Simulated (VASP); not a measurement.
Here is a VASP 6.6.1 calculation.

The input INCAR:

```
SYSTEM = RbBr
PREC = Accurate ; ENCUT = 500
EDIFF = 1E-6 ; ISMEAR = 0
SIGMA = 0.01 ; LREAL = .FALSE.
LASPH = .TRUE. ; NELM = 120
ALGO = Normal ; ISIF = 2
LWAVE = .FALSE. ; LCHARG = .TRUE.
LELF = .TRUE. ; LVHAR = .TRUE.
NBANDS = 15 ; GGA_COMPAT = .FALSE.
```

The input KPOINTS:

```
regular mesh
0
G
  6 6 6
  0 0 0
```

The input POSCAR:

```
RbBr
1.0
    4.0418477127      0.0000000000      0.0000000000
    0.0000000000      4.0418477127      0.0000000000
    0.0000000000      0.0000000000      4.0418477127
Rb Br
1 1
Direct
    0.0000000000      0.0000000000      0.0000000000
    0.5000000000      0.5000000000      0.5000000000
```

Potentials or basis: VASP PAW LDA potentials, release 64 (Rb_sv, Br).

Launch:

```console
$ cat potpaw_LDA.64/Rb_sv/POTCAR potpaw_LDA.64/Br/POTCAR > POTCAR
$ mpirun -np 1 vasp_std > vasp.out
```

(1) Estimate the pressure.

(2) What does it give for the band gap on the k mesh?

Answers

(1) -1.0 GPa.

(2) 3.91 eV (least direct gap 4.07 eV).
